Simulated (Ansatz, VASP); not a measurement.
**InSe in VASP and in Ansatz**

The input INCAR:

```
SYSTEM = InSe
PREC = Accurate ; ENCUT = 520
EDIFF = 1E-6 ; ISMEAR = 0
SIGMA = 0.05 ; LREAL = .FALSE.
LASPH = .TRUE. ; NELM = 100
ALGO = Normal ; ISIF = 2
LWAVE = .FALSE. ; LCHARG = .TRUE.
LDIPOL = .TRUE. ; IDIPOL = 3
DIPOL = 0.5 0.5 0.412 ; GGA = PE
IVDW = 12 ; LELF = .TRUE.
LVHAR = .TRUE. ; LVACPOTAV = .TRUE.
NBANDS = 48
```

KPOINTS

```
regular mesh
0
G
  9 9 1
  0 0 0
```

File POSCAR:

```
InSe
1.0
    4.0266104108      0.0000000000      0.0000000000
   -2.0133052054      3.4871469069      0.0000000000
    0.0000000000      0.0000000000     28.2707105452
Se In
4 4
Direct
    0.0000000000      0.0000000000      0.1591753413
    0.0000000000      0.0000000000      0.3496677332
    0.0000000000      0.8888888889      0.4738244994
    0.0000000000      0.8888888889      0.6643168913
    0.6666666667      0.3333333333      0.2049979888
    0.6666666667      0.3333333333      0.3038451603
   -0.6666666667      0.5555555556      0.5196471469
   -0.6666666667      0.5555555556      0.6184943184
```

Input for Ansatz:

```yaml
crystal:
  lattice:
    - [4.026610364, 0.0, 0.0]
    - [-2.013305182, 3.4871468663, 0.0]
    - [0.0, 0.0, 28.2707108021]
  atoms:
    - { symbol: Se, position: [0.0, 0.0, 0.1591753399] }
    - { symbol: In, position: [0.6666666667, 0.3333333333, 0.2049979895] }
    - { symbol: In, position: [0.6666666667, 0.3333333333, 0.3038451603] }
    - { symbol: Se, position: [0.0, 0.0, 0.3496677346] }
    - { symbol: Se, position: [0.0, 0.8888888889, 0.4738244997] }
    - { symbol: In, position: [-0.6666666667, 0.5555555556, 0.5196471493] }
    - { symbol: In, position: [-0.6666666667, 0.5555555556, 0.6184943201] }
    - { symbol: Se, position: [0.0, 0.8888888889, 0.6643168944] }
basis:
  ecutwfc: 420
kpoints:
  mp_grid: { grid: [9, 9, 1] }
hamiltonian:
  xc: pbe
  pseudopotentials: { kind: paw, azcp: { folder: soft_1 } }
  dispersion: d3bj
scf:
  occupations: { method: gaussian, width: 0.05 }
output:
  forces: true
  eigenvalues: true
efield:
  axis: 3
  dipole_correction: true
  ramp_width: 0.04
```

Alike in both runs: task single point; functional PBE; dispersion D3(BJ); k mesh 9 × 9 × 1; occupations gaussian, width 0.05 eV; no spin polarisation.

```csv
,VASP,Ansatz
version,VASP 6.6.1,Ansatz 0.2.0
potentials or method,"VASP PAW PBE potentials, release 64 (Se, In_d), cutoff 520 eV","scalar-relativistic, plane waves, PAW"
valence electrons in the cell,76,116
```

|  | VASP | Ansatz | Ansatz less VASP |
| --- | --- | --- | --- |
| gap on the k mesh at the Fermi level (eV) | 1.11 | 1.12 | +0.011 |
| least direct gap on the mesh (eV) | 1.17 | 1.18 | +0.009 |
| rms of the force components (eV/Å) | 0.018 | 0.020 | +0.0017 |

VASP's potentials hold 76 valence electrons a cell and Ansatz's 116, so a difference there can come from the potentials and not from the codes.
